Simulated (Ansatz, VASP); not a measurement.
## One calculation of NaLiCl2, two programs

The input POSCAR:

```
NaLiCl2
1.0
    1.8915979439      1.0921145821      6.2476405492
   -1.8915979439      1.0921145821      6.2476405492
    0.0000000000     -2.1842291642      6.2476405492
Li Na Cl
1 1 2
Direct
    1.0000000000      0.0000000000      0.0000000000
    0.5000000000      0.5000000000      0.5000000000
    0.2566860801      0.2566860801      0.2566860801
    0.7433139199      0.7433139199      0.7433139199
```

The input INCAR.step1:

```
SYSTEM = NaLiCl2
ALGO = Normal
EDIFF = 1E-4
ENCUT = 520
GGA = PE
ISMEAR = 0
LASPH = .TRUE.
LCHARG = .FALSE.
LREAL = .FALSE.
LWAVE = .TRUE.
NBANDS = 20
NELM = 100
PREC = Accurate
SIGMA = 0.01
```

The input INCAR.step2:

```
SYSTEM = NaLiCl2
ALGO = Normal
EDIFF = 1E-6
ENCUT = 520
ISIF = 2
ISMEAR = 0
ISTART = 1
LASPH = .TRUE.
LCHARG = .FALSE.
LMIXTAU = .TRUE.
LREAL = .FALSE.
LWAVE = .FALSE.
METAGGA = R2SCAN
NBANDS = 20
NELM = 100
PREC = Accurate
SIGMA = 0.01
```

The input KPOINTS:

```
k-points
0
G
  8 8 8
  0 0 0
```

Input for Ansatz:

```yaml
crystal:
  lattice:
    - [1.8915979439, 1.0921145821, 6.2476405492]
    - [-1.8915979439, 1.0921145821, 6.2476405492]
    - [0.0, -2.1842291642, 6.2476405492]
  atoms:
    - { symbol: Li, position: [1.0, 0.0, 0.0] }
    - { symbol: Na, position: [0.5, 0.5, 0.5] }
    - { symbol: Cl, position: [0.2566860801, 0.2566860801, 0.2566860801] }
    - { symbol: Cl, position: [0.7433139199, 0.7433139199, 0.7433139199] }
kpoints:
  mp_grid: { grid: [8, 8, 8] }
  band_path:
    path:
      - [0.0, 0.0, 0.0]
      - [0.5, 0.5, 0.5]
      - [0.8129622989, 0.1870377011, 0.5]
      - [0.5, -0.1870377011, 0.1870377011]
      - [0.5, 0.0, 0.0]
      - [0.3435188505, -0.3435188505, 0.0]
      - [0.6564811495, 0.0, 0.3435188505]
      - [0.5, 0.0, 0.5]
    npoints: 1
hamiltonian:
  xc: r2scan
scf:
  occupations: { method: fixed }
  n_extra_bands: 5
output:
  forces: true
  stress: true
  eigenvalues: true
```

Alike in both runs: task single point; functional r2SCAN; k mesh 8 × 8 × 8; no spin polarisation.

|  | VASP | Ansatz |
| --- | --- | --- |
| version | VASP 6.6.1 | Ansatz 0.2.0 |
| potentials or method | VASP PAW PBE potentials, release 64 (Li_sv, Na_pv, Cl) | plane waves, PAW |
| plane-wave cutoff (eV) | 520 | 500 |
| occupations | gaussian, width 0.01 eV | fixed |
| valence electrons in the cell | 24 | 26 |

```csv
,VASP,Ansatz,Ansatz less VASP
gap on the k mesh at the Fermi level (eV),6.47,6.43,-0.042
rms of the force components (eV/Å),0.004,0.001,-0.0029
```

VASP's potentials were made for PBE, not for r2SCAN. Atom by atom the forces differ by 0.003 eV/Å (rms over components). VASP's potentials hold 24 valence electrons a cell and Ansatz's 26, so a difference there can come from the potentials and not from the codes.

Noted on VASP's run: the cutoff is short for stress, so the pressure is rough.
